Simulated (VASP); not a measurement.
# NbSi15O32 (a cell with a defect) in VASP: electric field gradients with PBE

Aim: the electric field gradients of NbSi15O32 (a cell with a defect) with PBE.

All numbers are computed with VASP 6.6.1; they aren't measurements. Logs are shortened: lines on timing, memory, paths and dates and some standing lists are left out, and cuts for length are marked.

### Step 1. The cell of the first run

The cell holds a defect, 48 atoms: a = 9.906 Å, b = 9.906 Å, c = 9.906 Å, α = 119.61°, β = 119.61°, γ = 90.68°.

### Step 2. Electric field gradients, PBE

Input file INCAR:

```
PREC     = Accurate       # precision mode
ENCUT    = 520            # plane-wave cutoff, eV
EDIFF    = 1E-8           # SCF threshold, eV
ISMEAR   = -1             # smearing method
SIGMA    = 0.01           # smearing width, eV
LREAL    = Auto         
LASPH    = True           # aspherical terms in the spheres
NELM     = 100            # most SCF steps
ALGO     = Normal         # electronic algorithm
ISIF     = 2              # what is computed and relaxed
LWAVE    = False          # write WAVECAR
LCHARG   = False          # write CHGCAR
GGA      = PE             # functional
LEFG     = True         
NELECT   = 264.0        
NBANDS   = 162            # bands
```

Input file KPOINTS:

```
regular mesh
0
Gamma
  3 3 3
```

Input file POSCAR:

```
NbSi15O32
1.0
   -4.9820000000      4.9820000000      6.9630000000
    4.9820000000     -4.9820000000      6.9630000000
    4.9820000000      4.9820000000     -6.9630000000
Nb Si O
1 15 32
Direct
    0.1494850000      0.1494850000      0.2989700000
    0.6494850000      0.6494850000      0.2989700000
    0.6494850000      0.1494850000      0.7989700000
    0.1494850000      0.6494850000      0.7989700000
    0.5244850000      0.2255150000      0.5000000000
    0.0244850000      0.7255150000      0.5000000000
    0.0244850000      0.2255150000      0.0000000000
    0.5244850000      0.7255150000      0.0000000000
    0.6005150000      0.6005150000      0.7010300000
    0.1005150000      0.1005150000      0.7010300000
    0.1005150000      0.6005150000      0.2010300000
    0.6005150000      0.1005150000      0.2010300000
    0.4755150000      0.7744850000      0.5000000000
    0.9755150000      0.2744850000      0.5000000000
    0.9755150000      0.7744850000      0.0000000000
    0.4755150000      0.2744850000      0.0000000000
    0.1408000000      0.2090100000      0.1716800000
    0.6408000000      0.7090100000      0.1716800000
    0.6408000000      0.2090100000      0.6716800000
    0.1408000000      0.7090100000      0.6716800000
    0.5840100000      0.4123300000      0.5682100000
    0.0840100000      0.9123300000      0.5682100000
    0.0840100000      0.4123300000      0.0682100000
    0.5840100000      0.9123300000      0.0682100000
    0.7873300000      0.7191200000      0.8283200000
    0.2873300000      0.2191200000      0.8283200000
    0.2873300000      0.7191200000      0.3283200000
    0.7873300000      0.2191200000      0.3283200000
    0.5941200000      0.7658000000      0.4317900000
    0.0941200000      0.2658000000      0.4317900000
    0.0941200000      0.7658000000      0.9317900000
    0.5941200000      0.2658000000      0.9317900000
    0.4842000000      0.6558800000      0.5682100000
    0.9842000000      0.1558800000      0.5682100000
    0.9842000000      0.6558800000      0.0682100000
    0.4842000000      0.1558800000      0.0682100000
    0.5409900000      0.6092000000      0.8283200000
    0.0409900000      0.1092000000      0.8283200000
    0.0409900000      0.6092000000      0.3283200000
    0.5409900000      0.1092000000      0.3283200000
    0.3376700000      0.1659900000      0.4317900000
    0.8376700000      0.6659900000      0.4317900000
    0.8376700000      0.1659900000      0.9317900000
    0.3376700000      0.6659900000      0.9317900000
    0.5308800000      0.4626700000      0.1716800000
    0.0308800000      0.9626700000      0.1716800000
    0.0308800000      0.4626700000      0.6716800000
    0.5308800000      0.9626700000      0.6716800000
```

Potentials or basis: VASP PAW PBE potentials, release 64 (Nb_sv, Si, O).

Run with:

```
$ cat potpaw_PBE.64/Nb_sv/POTCAR potpaw_PBE.64/Si/POTCAR potpaw_PBE.64/O/POTCAR > POTCAR
$ mpirun -np 1 vasp_std > vasp.out
```

OUTCAR:

```text
PREC = Accurate
   ENCUT = 520
   EDIFF = 1E-8
   ISMEAR = -1
   LREAL = Auto
   LASPH = True
   NELM = 100
   ISIF = 2
   GGA = PE
   NELECT = 264.0

 ion  position               nearest neighbor table
   1  0.149  0.149  0.299-  46 1.60  17 1.60  41 1.61  30 1.61   7 3.08  15 3.08   5 3.08  14 3.08

   2  0.649  0.649  0.299-  45 1.60  18 1.60  42 1.61  29 1.61   8 3.08  16 3.08   6 3.08  13 3.08

   3  0.649  0.149  0.799-  48 1.60  19 1.60  43 1.61  32 1.61   5 3.08  13 3.08   7 3.08  16 3.08
[... 57 lines left out ...]
  47  0.031  0.463  0.672-   4 1.60  14 1.61
  48  0.531  0.963  0.672-   3 1.60  13 1.61

  LATTYP: Found a body centered tetragonal cell.
 ALAT       =     9.9640000000
 C/A-ratio  =     1.3976314733

  Lattice vectors:

 A1 = (  -4.9820000000,   4.9820000000,   6.9630000000)
 A2 = (   4.9820000000,  -4.9820000000,   6.9630000000)
 A3 = (   4.9820000000,   4.9820000000,  -6.9630000000)

Analysis of symmetry for initial positions (statically):
=====================================================================
 Subroutine PRICEL returns:
 Original cell was already a primitive cell.

 Routine SETGRP: Setting up the symmetry group for a
 body centered tetragonal supercell.

 Subroutine GETGRP returns: Found  2 space group operations
 (whereof  2 operations were pure point group operations)
 out of a pool of 16 trial point group operations.

The static configuration has the point symmetry C_2 .

Analysis of symmetry for dynamics (positions and initial velocities):
=====================================================================
 Subroutine PRICEL returns:
 Original cell was already a primitive cell.

 Routine SETGRP: Setting up the symmetry group for a
 body centered tetragonal supercell.

 Subroutine GETGRP returns: Found  2 space group operations
 (whereof  2 operations were pure point group operations)
 out of a pool of 16 trial point group operations.

The dynamic configuration has the point symmetry C_2 .

 Subroutine INISYM returns: Found  2 space group operations
 (whereof  2 operations are pure point group operations),
 and found     1 'primitive' translations
[... 1696 lines left out ...]
 [bands above 144 left out]

------------------------ aborting loop because EDIFF is reached ----------------------------------------

  FORCE on cell =-STRESS in cart. coord.  units (eV):
  Direction    XX          YY          ZZ          XY          YZ          ZX
  --------------------------------------------------------------------------------------
  -------------------------------------------------------------------------------------
  Total       55.6117445     55.6117445     59.6315424     -0.0081215      0.6037804     -0.6037844
  in kB      128.8882326    128.8882326    138.2046936     -0.0188227      1.3993481     -1.3993573
  external PRESSURE =     131.9937196 kB  Pullay stress =       0.0000000 kB

 VOLUME and BASIS-vectors are now :
 -----------------------------------------------------------------------------
  energy-cutoff  :      520.00
  volume of cell :      691.30
      direct lattice vectors                 reciprocal lattice vectors
    -4.982000000  4.982000000  6.963000000     0.000000000  0.100361301  0.071808129
     4.982000000 -4.982000000  6.963000000     0.100361301  0.000000000  0.071808129
     4.982000000  4.982000000 -6.963000000     0.100361301  0.100361301  0.000000000

 POSITION                                       TOTAL-FORCE (eV/Angst)
 -----------------------------------------------------------------------------------
      1.48947      1.48947      0.00000         0.257106      0.257106      0.000000
      1.48947      1.48947      6.96300         0.108597      0.108597     -0.000000
      1.48947      6.47147      0.00000         0.255013     -0.104059     -0.437433
      6.47147      1.48947      0.00000        -0.104059      0.255013      0.437433
      1.00153      3.98047      1.74075        -0.609743      2.330657      1.776847
      5.98353     -1.00153      1.74075        -0.050420     -0.052576     -0.165974
[... 40 lines left out ...]
      5.49749      1.19513     -1.24032        -0.196670     -0.079195     -0.415604
      5.49749      1.19513      5.72268         0.205245     -0.069307     -0.263416
 -----------------------------------------------------------------------------------
    total drift:                               -0.001908     -0.001899      0.000001

  FREE ENERGIE OF THE ION-ELECTRON SYSTEM (eV)
  ---------------------------------------------------
  free  energy   TOTEN  =      -378.8343139318 eV

  energy  without entropy=     -378.8343139318  energy(sigma->0) =     -378.83431393

 Electric field gradients (V/A^2)
---------------------------------------------------------------------
 ion       V_xx      V_yy      V_zz      V_xy      V_xz      V_yz
---------------------------------------------------------------------
   1       5.397     5.397   -10.794     0.678    -5.222     5.222
   2       0.676     0.676    -1.352    -0.034     1.603    -1.603
   3      -1.507     3.085    -1.578    -0.405     1.142    -0.705
   4       3.086    -1.508    -1.578    -0.405     0.705    -1.141
   5      -1.254     4.153    -2.898    -1.552     1.328     7.396
   6       1.240     0.429    -1.668     0.229     1.751     0.877
[... 40 lines left out ...]
  47      47.906   -48.720     0.814    16.629    54.710    12.897
  48      41.310   -44.569     3.259    17.380    58.081    13.114
---------------------------------------------------------------------

 Electric field gradients after diagonalization (V/A^2)
 (convention: |V_zz| > |V_xx| > |V_yy|)
----------------------------------------------------------------------
 ion       V_xx      V_yy      V_zz     asymmetry (V_yy - V_xx)/ V_zz
----------------------------------------------------------------------
   1       7.672     6.075   -13.747       0.116
   2       2.169     0.642    -2.811       0.543
   3      -2.694    -0.567     3.261       0.652
   4      -2.694    -0.567     3.261       0.652
   5      -8.123    -0.735     8.858       0.834
   6       2.257     0.395    -2.652       0.702
[... 40 lines left out ...]
  47     -52.113   -35.049    87.162       0.196
  48     -48.189   -38.815    87.004       0.108
----------------------------------------------------------------------

           NMR quadrupolar parameters

 Cq : quadrupolar parameter    Cq=e*Q*V_zz/h
 eta: asymmetry parameters     (V_yy - V_xx)/ V_zz
 Q  : nuclear electric quadrupole moment in mb (millibarn)
----------------------------------------------------------------------
 ion       Cq(MHz)       eta       Q (mb)
----------------------------------------------------------------------
   1      -0.033       0.116       1.000
   2      -0.007       0.543       1.000
   3       0.008       0.652       1.000
   4       0.008       0.652       1.000
   5       0.021       0.834       1.000
   6      -0.006       0.702       1.000
[... 40 lines left out ...]
  47       0.211       0.196       1.000
  48       0.210       0.108       1.000
----------------------------------------------------------------------
```

It took 42 min on 1 thread of Intel Xeon 6975P-C (Granite Rapids), shared host; peak memory 1.4 GiB.

What came out:

```yaml
Free_energy: -378.8343 eV
Largest_force: 14.744 eV/Å
Largest_electric_field_gradient_by_atom: Nb -13.7; Si -2.8, +3.3, +8.9, -2.7, +6.7, -3.2, -3.8, -2.6, -4.5 (each value once); O +40.2, +87.5, +87.2, +87.0, +86.5, +87.4, +86.9, +89.2, +88.7, +87.3, +41.8, +89.7 (each value once) V/Å²
```

Forces on the atoms (eV/Å):
```
Nb    0.257   0.257   0.000
Si    0.109   0.109   0.000
Si    0.255  -0.104  -0.437
Si   -0.104   0.255   0.437
Si   -0.610   2.331   1.777
Si   -0.050  -0.053  -0.166
Si   -0.564  -2.379   1.529
Si   -0.010   0.338  -0.137
Si    0.303  -0.360   0.062
Si   -0.360   0.303  -0.062
Si    0.134   0.134   0.000
Si   -0.520  -0.520   0.000
Si   -0.053  -0.050   0.166
Si    2.331  -0.610  -1.777
Si   -2.379  -0.564  -1.529
Si    0.338  -0.010   0.137
O    -2.819  -8.604  11.637
O    -0.098   0.001   0.475
O    -0.079  -0.197   0.416
O    -0.069   0.205   0.263
O    -0.370  -0.275  -0.111
O     0.027  -0.154   0.541
O    -0.297   0.148   0.050
O     0.032  -0.037   0.507
O     0.301   0.248   0.686
O     0.018  -0.328   0.347
O     0.102  -0.273   0.349
O    -0.101   0.357   0.796
O     0.205   0.065   0.326
O    13.600  -1.680  -3.865
O     0.935   0.042   0.244
O    -0.076   0.094   0.496
O    -0.154   0.027  -0.541
O    -0.275  -0.370   0.111
O     0.148  -0.297  -0.050
O    -0.037   0.032  -0.507
O    -0.328   0.018  -0.347
O     0.248   0.301  -0.686
O    -0.273   0.102  -0.349
O     0.357  -0.101  -0.796
O    -1.680  13.600   3.865
O     0.065   0.205  -0.326
O     0.042   0.935  -0.244
O     0.094  -0.076  -0.496
O     0.001  -0.098  -0.475
O    -8.604  -2.819 -11.637
O    -0.197  -0.079  -0.416
O     0.205  -0.069  -0.263
```

Levels at points of the mesh, in eV from the Fermi level:
```tsv
k point	band 130	band 131	band 132	band 133	band 134	band 135
(0.00, 0.00, 0.00)	-0.48	-0.47	-0.31	5.12	5.43	5.52
```

Electric field gradients, principal values (V/Å²):
```tsv
atom	least	middle	greatest (by size)
1 Nb	6.075	7.672	-13.747
2 Si	0.642	2.169	-2.811
3 Si	-0.567	-2.694	3.261
4 Si	-0.567	-2.694	3.261
5 Si	-0.735	-8.123	8.858
6 Si	0.395	2.257	-2.652
7 Si	-1.952	-4.769	6.721
8 Si	0.761	2.422	-3.182
9 Si	1.158	2.614	-3.772
10 Si	1.158	2.614	-3.772
11 Si	0.715	1.847	-2.563
12 Si	1.330	3.167	-4.497
13 Si	0.395	2.256	-2.652
14 Si	-0.735	-8.122	8.857
15 Si	-1.952	-4.769	6.722
16 Si	0.761	2.421	-3.182
17 O	-18.329	-21.864	40.192
18 O	-37.233	-50.232	87.465
19 O	-35.047	-52.113	87.160
20 O	-38.813	-48.188	87.002
21 O	-35.542	-50.965	86.508
22 O	-36.216	-51.181	87.397
23 O	-36.938	-49.992	86.930
24 O	-36.640	-50.758	87.398
25 O	-39.714	-49.533	89.247
26 O	-35.972	-50.892	86.864
27 O	-36.289	-50.609	86.898
28 O	-40.097	-48.612	88.710
29 O	-37.436	-49.860	87.295
30 O	-19.296	-22.484	41.780
31 O	-36.696	-52.968	89.664
32 O	-39.022	-48.496	87.518
33 O	-36.214	-51.180	87.393
34 O	-35.542	-50.962	86.503
35 O	-36.935	-49.991	86.926
36 O	-36.639	-50.755	87.394
37 O	-35.971	-50.892	86.862
38 O	-39.713	-49.532	89.245
39 O	-36.287	-50.609	86.896
40 O	-40.096	-48.612	88.708
41 O	-19.296	-22.486	41.783
42 O	-37.437	-49.862	87.299
43 O	-36.698	-52.970	89.668
44 O	-39.024	-48.498	87.522
45 O	-37.235	-50.233	87.467
46 O	-18.330	-21.864	40.194
47 O	-35.049	-52.113	87.162
48 O	-38.815	-48.189	87.004
```

Caveat: the cell carries a net charge on a neutralising background, which shifts energy and pressure; the cell is charged against a uniform background, so pressure and absolute levels hang on convention; without QUAD_EFG the Cq values of the log hold for a quadrupole moment of 1 mb, not for the nuclei.
